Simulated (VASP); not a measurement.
CdH2O2: single point with r2SCAN

CdH2O2:

```
Cd H O
1.0
     3.39420    0.00000    0.00000
    -1.69710    2.93947    0.00000
     0.00000    0.00000    4.48275
Cd H O
1 2 2
Direct
  0.00000 0.00000 0.00000
  0.66667 0.33333 0.55096
  0.33333 0.66667 0.44904
  0.66667 0.33333 0.75937
  0.33333 0.66667 0.24063
```

- Program: VASP 6.6.1
- Task: single point
- Functional: r2SCAN
- Potentials or basis: VASP PAW PBE potentials, release 64 (Cd, H, O)
- Cutoff: 520 eV
- k mesh: 6 × 6 × 4
- Occupations: gaussian, width 0.01 eV
- Spin: no spin polarisation
- Dipole correction: no
- Further INCAR settings: ALGO = Normal; EDIFF = 1e-07; NBANDS = 21

- Pressure: 16.3 GPa
- Largest force: 1.829 eV/Å
- Band gap on the k mesh: 2.54 eV (least direct gap 2.91 eV)

Forces on the atoms (eV/Å):
```
Cd   0.000  0.000  0.000
H    0.000  0.000 -1.829
H    0.000  0.000  1.829
O    0.000  0.000  0.962
O    0.000  0.000 -0.962
```

Stress tensor (GPa, compression positive):
```
13.69  0.00  0.00
 0.00 13.69  0.00
 0.00  0.00 21.47
```

Levels at points of the mesh, in eV from the valence-band top:
```
           k point  band 9  band 10  band 11  band 12  band 13  band 14  band 15  band 16  band 17  band 18
(0.00, 0.00, 0.00)   -4.74    -1.41    -1.41    -0.37    -0.37     2.54     6.84    11.81    14.48    14.48
(0.50, 0.00, 0.00)   -3.84    -2.98    -2.94    -2.72     0.00     7.50     7.91     9.88    11.53    12.76
(0.00, 0.00, 0.50)   -5.03    -1.69    -1.69    -0.04    -0.04     5.09     5.64    12.31    12.65    14.52
(0.50, 0.00, 0.50)   -4.18    -2.89    -2.19    -2.11    -0.55     7.39     7.84    10.52    10.63    11.76
```

It took 74 s on 1 thread of Intel(R) Xeon(R) 6975P-C (Granite Rapids) (shared host), peak memory 0.18 GiB.

Caveat: the stress differs along the axes, from 14 to 21 GPa; the PAW data sets were made with another functional, which shifts forces and pressure a little. A k mesh can miss the band edges.
